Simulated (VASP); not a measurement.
# NbAl3 (I4/mmm) in VASP: single point with LDA

Aim: the single point of NbAl3 with LDA.

Everything below comes from runs of VASP 6.6.1. Logs are shortened: lines on timing, memory, paths and dates and some standing lists are left out, and cuts for length are marked.

## (1) The cell of the first run

The structure is tetragonal, space group I4/mmm (No. 139). Conventional cell: a = 3.834 Å, b = 3.834 Å, c = 8.585 Å, α = 90.00°, β = 90.00°, γ = 90.00°. Within 3.6 Å of Al (site symmetry 4/mmm) lie 4 Nb at 2.71 Å and 8 Al at 2.88 Å. Within 3.6 Å of Al (site symmetry -4m2) lie 8 Al at 2.71 to 2.88 Å and 4 Nb at 2.88 Å. Within 3.6 Å of Nb (site symmetry 4/mmm) lie 12 Al at 2.71 to 2.88 Å.

## (2) Single point, LDA

The input, INCAR:

```
SYSTEM = NbAl3
PREC = Accurate ; ENCUT = 520
EDIFF = 1E-6 ; ISMEAR = -5
SIGMA = 0.1 ; LREAL = .False.
LASPH = .True. ; NELM = 60
ALGO = Normal ; ISIF = 2
LWAVE = .False. ; LCHARG = .False.
NBANDS = 19
```

The input, KPOINTS:

```
Automatic mesh
0
Gamma
  12 12 12
  0 0 0
```

The input, POSCAR:

```
NbAl3
1.0
   -1.9169829227      1.9169829227      4.2924503537
    1.9169829227     -1.9169829227      4.2924503537
    1.9169829227      1.9169829227     -4.2924503537
Al Nb
3 1
Direct
    0.5000000000      0.5000000000      0.0000000000
    0.7500000000      0.2500000000      0.5000000000
    0.2500000000      0.7500000000      0.5000000000
    0.0000000000      0.0000000000      0.0000000000
```

Potentials or basis: VASP PAW LDA potentials, release 64 (Al, Nb_sv).

The run is started by

```console
$ cat potpaw_LDA.64/Al/POTCAR potpaw_LDA.64/Nb_sv/POTCAR > POTCAR
$ mpirun -np 1 vasp_std > vasp.out
```

OUTCAR:

```text
SYSTEM = NbAl3
   PREC = Accurate
   ENCUT = 520
   EDIFF = 1E-6
   ISMEAR = -5
   LREAL = .False.
   LASPH = .True.
   NELM = 60
   ISIF = 2

 ion  position               nearest neighbor table
   1  0.500  0.500  0.000-   4 2.71   4 2.71   4 2.71   4 2.71   3 2.88   2 2.88   3 2.88   2 2.88
                             3 2.88   3 2.88   2 2.88   2 2.88
   2  0.750  0.250  0.500-   3 2.71   3 2.71   3 2.71   3 2.71   4 2.88   1 2.88   4 2.88   4 2.88
                             1 2.88   1 2.88   4 2.88   1 2.88
   3  0.250  0.750  0.500-   2 2.71   2 2.71   2 2.71   2 2.71   4 2.88   1 2.88   4 2.88   1 2.88
                             4 2.88   4 2.88   1 2.88   1 2.88
   4  0.000  0.000  0.000-   1 2.71   1 2.71   1 2.71   1 2.71   3 2.88   2 2.88   3 2.88   3 2.88
                             2 2.88   2 2.88   3 2.88   2 2.88

  LATTYP: Found a body centered tetragonal cell.
 ALAT       =     3.8339658454
 C/A-ratio  =     2.2391698449

  Lattice vectors:

 A1 = (  -1.9169829227,   1.9169829227,   4.2924503537)
 A2 = (   1.9169829227,  -1.9169829227,   4.2924503537)
 A3 = (   1.9169829227,   1.9169829227,  -4.2924503537)

Analysis of symmetry for initial positions (statically):
=====================================================================
 Subroutine PRICEL returns:
 Original cell was already a primitive cell.

 Routine SETGRP: Setting up the symmetry group for a
 body centered tetragonal supercell.

 Subroutine GETGRP returns: Found 16 space group operations
 (whereof 16 operations were pure point group operations)
 out of a pool of 16 trial point group operations.

The static configuration has the point symmetry D_4h.

Analysis of symmetry for dynamics (positions and initial velocities):
=====================================================================
 Subroutine PRICEL returns:
 Original cell was already a primitive cell.

 Routine SETGRP: Setting up the symmetry group for a
 body centered tetragonal supercell.

 Subroutine GETGRP returns: Found 16 space group operations
 (whereof 16 operations were pure point group operations)
 out of a pool of 16 trial point group operations.

The dynamic configuration has the point symmetry D_4h.

 Subroutine INISYM returns: Found 16 space group operations
 (whereof 16 operations are pure point group operations),
 and found     1 'primitive' translations

----------------------------------------------------------------------------------------

                                     Primitive cell

  volume of cell :      63.0960

  direct lattice vectors                    reciprocal lattice vectors
    -1.916982923  1.916982923  4.292450354     0.000000000  0.260826528  0.116483584
     1.916982923 -1.916982923  4.292450354     0.260826528  0.000000000  0.116483584
     1.916982923  1.916982923 -4.292450354     0.260826528  0.260826528  0.000000000

  length of vectors
     5.076886555  5.076886555  5.076886555     0.285655217  0.285655217  0.368864413

  position of ions in fractional coordinates (direct lattice)
     0.500000000  0.500000000  0.000000000
     0.750000000  0.250000000  0.500000000
     0.250000000  0.750000000  0.500000000
     0.000000000  0.000000000  0.000000000

  ion indices of the primitive-cell ions
   primitive index   ion index
                 1           1
                 2           2
                 3           3
                 4           4

----------------------------------------------------------------------------------------

 KPOINTS: Automatic mesh

Automatic generation of k-mesh.
 Grid dimensions read from file:
 generate k-points for:   12   12   12

 Generating k-lattice:

  Cartesian coordinates                     Fractional coordinates (reciprocal lattice)
     0.000000000  0.021735544  0.009706965     0.083333333  0.000000000  0.000000000
     0.021735544  0.000000000  0.009706965     0.000000000  0.083333333  0.000000000
     0.021735544  0.021735544  0.000000000     0.000000000  0.000000000  0.083333333

  Length of vectors
     0.023804601  0.023804601  0.030738701

  Shift w.r.t. Gamma in fractional coordinates (k-lattice)
     0.000000000  0.000000000  0.000000000

 TETIRR: Found   2206 inequivalent tetrahedra from    10368

 Subroutine IBZKPT returns following result:
 ===========================================

 Found    163 irreducible k-points:

 Following reciprocal coordinates:
            Coordinates               Weight
  0.000000  0.000000  0.000000      1.000000
  0.083333  0.000000  0.000000      8.000000
  0.166667  0.000000 -0.000000      8.000000
  0.250000  0.000000  0.000000      8.000000
  0.333333  0.000000  0.000000      8.000000
  0.416667  0.000000 -0.000000      8.000000
[... 16 lines left out ...]
  0.500000  0.166667 -0.000000     16.000000
 -0.416667  0.166667  0.000000     16.000000
 [... further k-points ...]
   k-points           NKPTS =    163   k-points in BZ     NKDIM =    163   number of bands    NBANDS=     19
   number of dos      NEDOS =    301   number of ions     NIONS =      4
   total plane-waves  NPLWV =  64000
   dimension x,y,z NGX =    40 NGY =   40 NGZ =   40
   dimension x,y,z NGXF=    80 NGYF=   80 NGZF=   80
   ions per type =               3   1
   NGX,Y,Z   is equivalent  to a cutoff of  13.10, 13.10, 13.10 a.u.
   NGXF,Y,Z  is equivalent  to a cutoff of  26.20, 26.20, 26.20 a.u.
 SYSTEM =  NbAl3
   PREC   = accura    normal or accurate (medium, high low for compatibility)
   ISTART =      0    job   : 0-new  1-cont  2-samecut
   ICHARG =      2    charge: 1-file 2-atom 10-const
   ISPIN  =      1    spin polarized calculation?
   LNONCOLLINEAR =      F non collinear calculations
   LSORBIT =      F    spin-orbit coupling
   LASPH  =      T    aspherical Exc in radial PAW
   ENCUT  =  520.0 eV  38.22 Ry    6.18 a.u.   9.44  9.44  9.44*2*pi/ulx,y,z
   NELM   =     60;   NELMIN=  2; NELMDL= -5     # of ELM steps
   EDIFF  = 0.1E-05   stopping-criterion for ELM
   LREAL  =      F    real-space projection
   EDIFFG = 0.1E-04   stopping-criterion for IOM
   NSW    =      0    number of steps for IOM
   IBRION =     -1    ionic relax: 0-MD 1-quasi-New 2-CG
   NFREE  =      0    steps in history (QN), initial steepest desc. (CG)
   ISIF   =      2    stress and relaxation
   ISYM   =      2    0-nonsym 1-usesym 2-fastsym
   POTIM  = 0.5000    time-step for ionic-motion
   TEBEG  =    0.0;   TEEND  =   0.0 temperature during run
   PSTRESS=    0.0 pullay stress
   NELECT =      22.0000    total number of electrons
   NUPDOWN=      -1.0000    fix difference up-down
   EMIN   =  10.00;   EMAX   =-10.00  energy-range for DOS
   EFERMI =   0.00;   METHOD = LEGACY
   ISMEAR =    -5;   SIGMA  =   0.10  broadening in eV -4-tet -1-fermi 0-gaus
   EFERMI_NEDOS =   21; number of points for ismear=-14 and -15
   IALGO  =     38    algorithm
   IMIX   =      4    mixing-type and parameters
     AMIX     =   0.40;   BMIX     =  1.00
     AMIX_MAG =   1.60;   BMIX_MAG =  1.00
  volume/ion in A,a.u.               =      15.77       106.45
  Fermi-wavevector in a.u.,A,eV,Ry     =   1.152255  2.177446 18.064330  1.327691
  Thomas-Fermi vector in A             =   2.288907
   LORBIT       =      0    0 simple, 1 ext, 2 COOP (PROOUT), +10 PAW based schemes
   GGA     = CA    functional components
   LHFCALC =     F    Hartree Fock is set to
   AEXX    =    0.0000 exact exchange contribution
   IVDW    =     0    specifies the selected vdW correction
   LEPSILON=     F    determine dielectric tensor
   LRPA    =     F    only Hartree local field effects (RPA)
 non-spin polarized calculation
 Fermi weights with tetrahedron method with Bloechl corrections
  energy-cutoff  :      520.00
  volume of cell :       63.10
 maximum number of plane-waves:      1735
 NGX is ok and might be reduce to    40
   NGX = 19   NGY = 19   NGZ = 19

 number of electron      22.0000000 magnetization

 Free energy of the ion-electron system (eV)
  ---------------------------------------------------
  ext. energy  EPLUGINS =         0.00000000
  ---------------------------------------------------
  free energy    TOTEN  =       -25.54646114 eV

  energy without entropy =      -25.54646114  energy(sigma->0) =      -25.54646114

 E-fermi :   9.2898     XC(G=0): -11.2623

 val. band max:        9.4110908005   @ k =  -0.0833  -0.0833   0.0833
 cond. band min:       9.2509684607   @ k =   0.5000   0.5000   0.3333
 fundamental gap:     -0.1601223399
 Fermi energy:         9.2898058774

 k-point     1 :       0.0000    0.0000    0.0000
  band No.  band energies     occupation
      1     -44.8827      2.00000
      2     -21.2236      2.00000
      3     -21.2236      2.00000
      4     -21.0705      2.00000
      5      -1.0489      2.00000
      6       5.5209      2.00000
[... 11 lines left out ...]
     18      13.9566      0.00000
     19      15.5587      0.00000

 k-point     2 :       0.0833    0.0000    0.0000
  band No.  band energies     occupation
      1     -44.8825      2.00000
      2     -21.2283      2.00000
      3     -21.2233      2.00000
      4     -21.0703      2.00000
      5      -0.9569      2.00000
      6       5.3903      2.00000
[... 11 lines left out ...]
     18      14.2285      0.00000
     19      15.8847      0.00000

 k-point     3 :       0.1667    0.0000   -0.0000
  band No.  band energies     occupation
      1     -44.8819      2.00000
      2     -21.2413      2.00000
      3     -21.2224      2.00000
      4     -21.0698      2.00000
      5      -0.6841      2.00000
      6       5.0352      2.00000
[... 11 lines left out ...]
     18      14.8141      0.00000
     19      16.1813      0.00000

 k-point     4 :       0.2500    0.0000    0.0000
  band No.  band energies     occupation
      1     -44.8812      2.00000
      2     -21.2589      2.00000
      3     -21.2212      2.00000
      4     -21.0690      2.00000
      5      -0.2400      2.00000
      6       4.4611      2.00000
[... 407 lines left out ...]
     18      15.2807      0.00000
     19      16.3916      0.00000

 k-point    23 :       0.5000    0.1667   -0.0000
  band No.  band energies     occupation
      1     -44.8789      2.00000
      2     -21.2913      2.00000
      3     -21.2351      2.00000
      4     -21.0657      2.00000
      5       1.9172      2.00000
      6       2.4574      2.00000
[... 11 lines left out ...]
     18      15.5316      0.00000
     19      16.4074      0.00000

 k-point    24 :      -0.4167    0.1667    0.0000
  band No.  band energies     occupation
      1     -44.8791      2.00000
      2     -21.2867      2.00000
      3     -21.2355      2.00000
      4     -21.0655      2.00000
      5       1.1442      2.00000
      6       3.3037      2.00000
[... 11 lines left out ...]
     18      15.7539      0.00000
     19      15.9886      0.00000

 [... further k-points ...]

------------------------ aborting loop because EDIFF is reached ----------------------------------------

  FORCE on cell =-STRESS in cart. coord.  units (eV):
  Direction    XX          YY          ZZ          XY          YZ          ZX
  --------------------------------------------------------------------------------------
  -------------------------------------------------------------------------------------
  Total       -1.6292583     -1.6292583     -1.3638969      0.0000000      0.0000000     -0.0000000
  in kB      -41.3712624    -41.3712624    -34.6330203      0.0000000      0.0000000     -0.0000000
  external PRESSURE =     -39.1251817 kB  Pullay stress =       0.0000000 kB

 VOLUME and BASIS-vectors are now :
 -----------------------------------------------------------------------------
  energy-cutoff  :      520.00
  volume of cell :       63.10
      direct lattice vectors                 reciprocal lattice vectors
    -1.916982923  1.916982923  4.292450354     0.000000000  0.260826528  0.116483584
     1.916982923 -1.916982923  4.292450354     0.260826528  0.000000000  0.116483584
     1.916982923  1.916982923 -4.292450354     0.260826528  0.260826528  0.000000000

 POSITION                                       TOTAL-FORCE (eV/Angst)
 -----------------------------------------------------------------------------------
      0.00000      0.00000      4.29245         0.000000      0.000000      0.000000
      0.00000      1.91698      2.14623         0.000000      0.000000      0.000000
      1.91698      0.00000      2.14623        -0.000000     -0.000000     -0.000000
      0.00000      0.00000      0.00000         0.000000      0.000000      0.000000
 -----------------------------------------------------------------------------------
    total drift:                               -0.000000     -0.000000      0.000000

  FREE ENERGIE OF THE ION-ELECTRON SYSTEM (eV)
  ---------------------------------------------------
  free  energy   TOTEN  =       -25.5464611385 eV

  energy  without entropy=      -25.5464611385  energy(sigma->0) =      -25.54646114
```

Run time: 6.9 min. Hardware: 1 thread of Intel Xeon 8259CL, shared host; peak memory 0.33 GiB.

Results:

* Free energy: -25.5465 eV
* Pressure: -3.9 GPa
* Band gap on the k mesh: zero (band 11 reaches 9.52 eV, above the bottom of band 12 at 9.24 eV)

Caveat: tetrahedron occupations give inexact forces and stress in metals.
